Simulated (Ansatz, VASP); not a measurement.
# HgTe in VASP and in Ansatz

File INCAR:

```
SYSTEM = HgTe
PREC     = Accurate       ! precision mode
ENCUT    = 520            ! plane-wave cutoff, eV
EDIFF    = 1E-8           ! SCF threshold, eV
ISMEAR   = -1             ! smearing method
SIGMA    = 0.03           ! smearing width, eV
LREAL    = .FALSE.        ! projectors in reciprocal space
LASPH    = .TRUE.         ! aspherical terms in the spheres
NELM     = 80             ! most SCF steps
ALGO     = Normal         ! electronic algorithm
ISIF     = 2              ! what is computed and relaxed
LWAVE    = .FALSE.        ! write WAVECAR
LCHARG   = .FALSE.        ! write CHGCAR
GGA      = CA             ! functional
LEFG     = .TRUE.       
NBANDS   = 16             ! bands
```

File KPOINTS:

```
Automatic mesh
0
G
  11 11 11
  0 0 0
```

Contents of POSCAR:

```
HgTe
1.0
    0.0000000000      3.2127189830      3.2127189830
    3.2127189830      0.0000000000      3.2127189830
    3.2127189830      3.2127189830      0.0000000000
Hg Te
1 1
Direct
    0.0000000000      0.0000000000      0.0000000000
    0.7500000000      0.7500000000      0.7500000000
```

Input for Ansatz:

```yaml
crystal:
  lattice:
    - [0.0, 3.212718983, 3.212718983]
    - [3.212718983, 0.0, 3.212718983]
    - [3.212718983, 3.212718983, 0.0]
  atoms:
    - { symbol: Hg, position: [0.0, 0.0, 0.0] }
    - { symbol: Te, position: [0.75, 0.75, 0.75] }
kpoints:
  mp_grid: { grid: [11, 11, 11] }
scf:
  occupations: { method: fermi_dirac, width: 0.03 }
hamiltonian:
  xc: lda
  pseudopotentials: { kind: all_electron, datasets: crystal }
output:
  forces: true
  stress: true
  eigenvalues: true
  efg: { contact_densities: true }
```

Change from the starting cell: volume scaled by 0.99, crystal datasets.

Alike in both runs: task electric field gradients; functional LDA; k mesh 11 × 11 × 11; occupations fermi-dirac, width 0.03 eV; no spin polarisation.

|  | VASP | Ansatz |
| --- | --- | --- |
| version | VASP 6.6.1 | Ansatz 0.2.0 |
| potentials or method | VASP PAW LDA potentials, release 64 (Hg, Te), cutoff 520 eV | all-electron PAW with datasets made for the crystal, scalar-relativistic |

Ansatz gave:

```
pressure (GPa) : 0.2
```

What did VASP give for the same quantities?

Pressure (GPa): 0.5.

LDA's correlation is that of Perdew and Zunger in VASP and of Perdew and Wang (1992) in Ansatz. Ansatz ran all-electron here, and VASP with PAW potentials.

Neither program's run includes spin-orbit coupling.
